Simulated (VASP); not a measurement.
# GaAs (F-43m) in VASP: single point with revPBE

Aim: the single point of GaAs with revPBE.

Program: VASP 6.6.1. These are calculated values, not measurements. Logs are shortened: lines on timing, memory, paths and dates and some standing lists are left out, and cuts for length are marked.

## 1. The cell of the first run

Symmetry: F-43m, No. 216, cubic system. Conventional cell: a = 5.654 Å, b = 5.654 Å, c = 5.654 Å, α = 90.00°, β = 90.00°, γ = 90.00°. Within 3.2 Å of Ga (site symmetry -43m) lie 4 As at 2.45 Å. As (site symmetry -43m) has 4 Ga at 2.45 Å within 3.2 Å.

## 2. Single point, revPBE

The input, INCAR:

```
ALGO     = Normal         # electronic algorithm
EDIFF    = 1E-6           # SCF threshold, eV
ENCUT    = 500            # plane-wave cutoff, eV
GGA      = RE             # functional
GGA_COMPAT= F            
ISIF     = 2              # what is computed and relaxed
ISMEAR   = 0              # smearing method
LASPH    = T              # aspherical terms in the spheres
LCHARG   = F              # write CHGCAR
LREAL    = F              # projectors in reciprocal space
LWAVE    = F              # write WAVECAR
NBANDS   = 16             # bands
NELM     = 120            # most SCF steps
PREC     = Accurate       # precision mode
SIGMA    = 0.01           # smearing width, eV
```

The input, KPOINTS:

```
k-points
0
Gamma
  5 5 5
```

The input, POSCAR:

```
GaAs
1.0
    0.0000000000      2.8268500000      2.8268500000
    2.8268500000      0.0000000000      2.8268500000
    2.8268500000      2.8268500000      0.0000000000
Ga As
1 1
Direct
    0.0000000000      0.0000000000      0.0000000000
    0.2500000000      0.2500000000      0.2500000000
```

Potentials or basis: VASP PAW PBE potentials, release 64 (Ga_d, As).

Started as:

```console
> cat potpaw_PBE.64/Ga_d/POTCAR potpaw_PBE.64/As/POTCAR > POTCAR
> mpirun -np 1 vasp_std > vasp.out
```

OUTCAR:

```text
EDIFF = 1E-6
   ENCUT = 500
   GGA = RE
   ISIF = 2
   ISMEAR = 0
   LASPH = T
   LREAL = F
   NELM = 120
   PREC = Accurate

 ion  position               nearest neighbor table
   1  0.000  0.000  0.000-   2 2.45   2 2.45   2 2.45   2 2.45
   2  0.250  0.250  0.250-   1 2.45   1 2.45   1 2.45   1 2.45

  LATTYP: Found a face centered cubic cell.
 ALAT       =     5.6537000000

  Lattice vectors:

 A1 = (   0.0000000000,   2.8268500000,   2.8268500000)
 A2 = (   2.8268500000,   0.0000000000,   2.8268500000)
 A3 = (   2.8268500000,   2.8268500000,   0.0000000000)

Analysis of symmetry for initial positions (statically):
=====================================================================
 Subroutine PRICEL returns:
 Original cell was already a primitive cell.

 Routine SETGRP: Setting up the symmetry group for a
 face centered cubic supercell.

 Subroutine GETGRP returns: Found 24 space group operations
 (whereof 24 operations were pure point group operations)
 out of a pool of 48 trial point group operations.

The static configuration has the point symmetry T_d .

Analysis of symmetry for dynamics (positions and initial velocities):
=====================================================================
 Subroutine PRICEL returns:
 Original cell was already a primitive cell.

 Routine SETGRP: Setting up the symmetry group for a
 face centered cubic supercell.

 Subroutine GETGRP returns: Found 24 space group operations
 (whereof 24 operations were pure point group operations)
 out of a pool of 48 trial point group operations.

The dynamic configuration has the point symmetry T_d .

 Subroutine INISYM returns: Found 24 space group operations
 (whereof 24 operations are pure point group operations),
 and found     1 'primitive' translations

----------------------------------------------------------------------------------------

                                     Primitive cell

  volume of cell :      45.1792

  direct lattice vectors                    reciprocal lattice vectors
     0.000000000  2.826850000  2.826850000    -0.176875321  0.176875321  0.176875321
     2.826850000  0.000000000  2.826850000     0.176875321 -0.176875321  0.176875321
     2.826850000  2.826850000  0.000000000     0.176875321  0.176875321 -0.176875321

  length of vectors
     3.997769609  3.997769609  3.997769609     0.306357042  0.306357042  0.306357042

  position of ions in fractional coordinates (direct lattice)
     0.000000000  0.000000000  0.000000000
     0.250000000  0.250000000  0.250000000

  ion indices of the primitive-cell ions
   primitive index   ion index
                 1           1
                 2           2

----------------------------------------------------------------------------------------

 KPOINTS: k-points

Automatic generation of k-mesh.
 Grid dimensions read from file:
 generate k-points for:    5    5    5

 Generating k-lattice:

  Cartesian coordinates                     Fractional coordinates (reciprocal lattice)
    -0.035375064  0.035375064  0.035375064     0.200000000  0.000000000  0.000000000
     0.035375064 -0.035375064  0.035375064     0.000000000  0.200000000  0.000000000
     0.035375064  0.035375064 -0.035375064     0.000000000  0.000000000  0.200000000

  Length of vectors
     0.061271408  0.061271408  0.061271408

  Shift w.r.t. Gamma in fractional coordinates (k-lattice)
     0.000000000  0.000000000  0.000000000

 Subroutine IBZKPT returns following result:
 ===========================================

 Found     10 irreducible k-points:

 Following reciprocal coordinates:
            Coordinates               Weight
  0.000000  0.000000  0.000000      1.000000
  0.200000  0.000000  0.000000      8.000000
  0.400000  0.000000  0.000000      8.000000
  0.200000  0.200000  0.000000      6.000000
  0.400000  0.200000  0.000000     24.000000
 -0.400000  0.200000  0.000000     24.000000
 -0.200000  0.200000  0.000000     12.000000
  0.400000  0.400000  0.000000      6.000000
 -0.400000  0.400000  0.000000     12.000000
 -0.400000  0.400000  0.200000     24.000000
   k-points           NKPTS =     10   k-points in BZ     NKDIM =     10   number of bands    NBANDS=     16
   number of dos      NEDOS =    301   number of ions     NIONS =      2
   total plane-waves  NPLWV =  27000
   dimension x,y,z NGX =    30 NGY =   30 NGZ =   30
   dimension x,y,z NGXF=    60 NGYF=   60 NGZF=   60
   ions per type =               1   1
   NGX,Y,Z   is equivalent  to a cutoff of  12.48, 12.48, 12.48 a.u.
   NGXF,Y,Z  is equivalent  to a cutoff of  24.95, 24.95, 24.95 a.u.
 SYSTEM =  unknown system
   PREC   = accura    normal or accurate (medium, high low for compatibility)
   ISTART =      0    job   : 0-new  1-cont  2-samecut
   ICHARG =      2    charge: 1-file 2-atom 10-const
   ISPIN  =      1    spin polarized calculation?
   LNONCOLLINEAR =      F non collinear calculations
   LSORBIT =      F    spin-orbit coupling
   LASPH  =      T    aspherical Exc in radial PAW
   ENCUT  =  500.0 eV  36.75 Ry    6.06 a.u.   7.29  7.29  7.29*2*pi/ulx,y,z
   NELM   =    120;   NELMIN=  2; NELMDL= -5     # of ELM steps
   EDIFF  = 0.1E-05   stopping-criterion for ELM
   LREAL  =      F    real-space projection
   EDIFFG = 0.1E-04   stopping-criterion for IOM
   NSW    =      0    number of steps for IOM
   IBRION =     -1    ionic relax: 0-MD 1-quasi-New 2-CG
   NFREE  =      0    steps in history (QN), initial steepest desc. (CG)
   ISIF   =      2    stress and relaxation
   ISYM   =      2    0-nonsym 1-usesym 2-fastsym
   POTIM  = 0.5000    time-step for ionic-motion
   TEBEG  =    0.0;   TEEND  =   0.0 temperature during run
   PSTRESS=    0.0 pullay stress
   NELECT =      18.0000    total number of electrons
   NUPDOWN=      -1.0000    fix difference up-down
   EMIN   =  10.00;   EMAX   =-10.00  energy-range for DOS
   EFERMI =   0.00;   METHOD = LEGACY
   ISMEAR =     0;   SIGMA  =   0.01  broadening in eV -4-tet -1-fermi 0-gaus
   EFERMI_NEDOS =   21; number of points for ismear=-14 and -15
   IALGO  =     38    algorithm
   IMIX   =      4    mixing-type and parameters
     AMIX     =   0.40;   BMIX     =  1.00
     AMIX_MAG =   1.60;   BMIX_MAG =  1.00
  volume/ion in A,a.u.               =      22.59       152.44
  Fermi-wavevector in a.u.,A,eV,Ry     =   1.204628  2.276417 19.743799  1.451128
  Thomas-Fermi vector in A             =   2.340347
   LORBIT       =      0    0 simple, 1 ext, 2 COOP (PROOUT), +10 PAW based schemes
   GGA     = RE    functional components
   LHFCALC =     F    Hartree Fock is set to
   AEXX    =    0.0000 exact exchange contribution
   IVDW    =     0    specifies the selected vdW correction
   LEPSILON=     F    determine dielectric tensor
   LRPA    =     F    only Hartree local field effects (RPA)
 non-spin polarized calculation
 Gauss-broadening in eV      SIGMA  =   0.01
  energy-cutoff  :      500.00
  volume of cell :       45.18
 maximum number of plane-waves:      1167
 NGX is ok and might be reduce to    30
   NGX = 15   NGY = 15   NGZ = 15

 number of electron      17.9999995 magnetization

 Free energy of the ion-electron system (eV)
  ---------------------------------------------------
  ext. energy  EPLUGINS =         0.00000000
  ---------------------------------------------------
  free energy    TOTEN  =        -7.59041788 eV

  energy without entropy =       -7.59041788  energy(sigma->0) =       -7.59041788

 E-fermi :   4.1092     XC(G=0):  -9.4507

 val. band max:        4.0285152203   @ k =   0.0000   0.0000   0.0000
 cond. band min:       4.6376985462   @ k =   0.0000   0.0000   0.0000
 fundamental gap:      0.6091833259
 Fermi energy:         4.1092140592

 k-point     1 :       0.0000    0.0000    0.0000
  band No.  band energies     occupation
      1     -10.8015      2.00000
      2     -10.8015      2.00000
      3     -10.8015      2.00000
      4     -10.7231      2.00000
      5     -10.7231      2.00000
      6      -8.6692      2.00000
[... 8 lines left out ...]
     15      14.1193      0.00000
     16      14.1193      0.00000

 k-point     2 :       0.2000    0.0000    0.0000
  band No.  band energies     occupation
      1     -10.8312      2.00000
      2     -10.7936      2.00000
      3     -10.7936      2.00000
      4     -10.7231      2.00000
      5     -10.7231      2.00000
      6      -8.2147      2.00000
[... 8 lines left out ...]
     15      12.9946      0.00000
     16      13.2222      0.00000

 k-point     3 :       0.4000    0.0000    0.0000
  band No.  band energies     occupation
      1     -10.8726      2.00000
      2     -10.7836      2.00000
      3     -10.7836      2.00000
      4     -10.7202      2.00000
      5     -10.7202      2.00000
      6      -7.1704      2.00000
[... 8 lines left out ...]
     15      14.5944      0.00000
     16      14.5944      0.00000

 k-point     4 :       0.2000    0.2000    0.0000
  band No.  band energies     occupation
      1     -10.8466      2.00000
      2     -10.7852      2.00000
      3     -10.7852      2.00000
      4     -10.7306      2.00000
      5     -10.7187      2.00000
      6      -8.0622      2.00000
[... 8 lines left out ...]
     15      14.4830      0.00000
     16      14.7623      0.00000

 k-point     5 :       0.4000    0.2000    0.0000
  band No.  band energies     occupation
      1     -10.8783      2.00000
      2     -10.7763      2.00000
      3     -10.7730      2.00000
      4     -10.7328      2.00000
      5     -10.7161      2.00000
      6      -7.1708      2.00000
[... 8 lines left out ...]
     15      15.4171      0.00000
     16      15.8205      0.00000

 k-point     6 :      -0.4000    0.2000    0.0000
  band No.  band energies     occupation
      1     -10.8854      2.00000
      2     -10.7769      2.00000
      3     -10.7726      2.00000
      4     -10.7254      2.00000
      5     -10.7205      2.00000
      6      -6.6427      2.00000
[... 8 lines left out ...]
     15      14.1201      0.00000
     16      15.7241      0.00000

 k-point     7 :      -0.2000    0.2000    0.0000
  band No.  band energies     occupation
      1     -10.8616      2.00000
      2     -10.7841      2.00000
      3     -10.7822      2.00000
      4     -10.7260      2.00000
      5     -10.7211      2.00000
      6      -7.5354      2.00000
[... 8 lines left out ...]
     15      14.7375      0.00000
     16      15.4399      0.00000

 k-point     8 :       0.4000    0.4000    0.0000
  band No.  band energies     occupation
      1     -10.9024      2.00000
      2     -10.7576      2.00000
      3     -10.7576      2.00000
      4     -10.7456      2.00000
      5     -10.7116      2.00000
      6      -6.5915      2.00000
[... 8 lines left out ...]
     15      16.5949      0.00000
     16      17.8409      0.00000

 k-point     9 :      -0.4000    0.4000    0.0000
  band No.  band energies     occupation
      1     -10.9029      2.00000
      2     -10.7629      2.00000
      3     -10.7571      2.00000
      4     -10.7400      2.00000
      5     -10.7145      2.00000
      6      -6.1630      2.00000
[... 8 lines left out ...]
     15      15.1512      0.00000
     16      17.9988      0.00000

 k-point    10 :      -0.4000    0.4000    0.2000
  band No.  band energies     occupation
      1     -10.8939      2.00000
      2     -10.7718      2.00000
      3     -10.7611      2.00000
      4     -10.7338      2.00000
      5     -10.7180      2.00000
      6      -6.3856      2.00000
[... 8 lines left out ...]
     15      15.2714      0.00000
     16      18.0082      0.00000

------------------------ aborting loop because EDIFF is reached ----------------------------------------

  FORCE on cell =-STRESS in cart. coord.  units (eV):
  Direction    XX          YY          ZZ          XY          YZ          ZX
  --------------------------------------------------------------------------------------
  -------------------------------------------------------------------------------------
  Total        1.3810508      1.3810508      1.3810508      0.0000000      0.0000000     -0.0000000
  in kB       48.9758474     48.9758474     48.9758474      0.0000000      0.0000000     -0.0000000
  external PRESSURE =      48.9758474 kB  Pullay stress =       0.0000000 kB

 VOLUME and BASIS-vectors are now :
 -----------------------------------------------------------------------------
  energy-cutoff  :      500.00
  volume of cell :       45.18
      direct lattice vectors                 reciprocal lattice vectors
     0.000000000  2.826850000  2.826850000    -0.176875321  0.176875321  0.176875321
     2.826850000  0.000000000  2.826850000     0.176875321 -0.176875321  0.176875321
     2.826850000  2.826850000  0.000000000     0.176875321  0.176875321 -0.176875321

 POSITION                                       TOTAL-FORCE (eV/Angst)
 -----------------------------------------------------------------------------------
      0.00000      0.00000      0.00000        -0.000000      0.000000     -0.000000
      1.41342      1.41342      1.41342         0.000000     -0.000000      0.000000
 -----------------------------------------------------------------------------------
    total drift:                               -0.000000     -0.000000     -0.000000

  FREE ENERGIE OF THE ION-ELECTRON SYSTEM (eV)
  ---------------------------------------------------
  free  energy   TOTEN  =        -7.5904178821 eV

  energy  without entropy=       -7.5904178821  energy(sigma->0) =       -7.59041788
```

Wall time 15 s (1 thread of Intel Xeon Platinum 8488C (Sapphire Rapids), shared host); peak memory 0.16 GiB.

Results:

| Property | Result |
| --- | --- |
| Free energy | -7.5904 eV |
| Pressure | 4.9 GPa |
| Band gap on the k mesh | 0.61 eV, direct |

Caveat: the PAW data sets were made with another functional, which shifts forces and pressure a little.
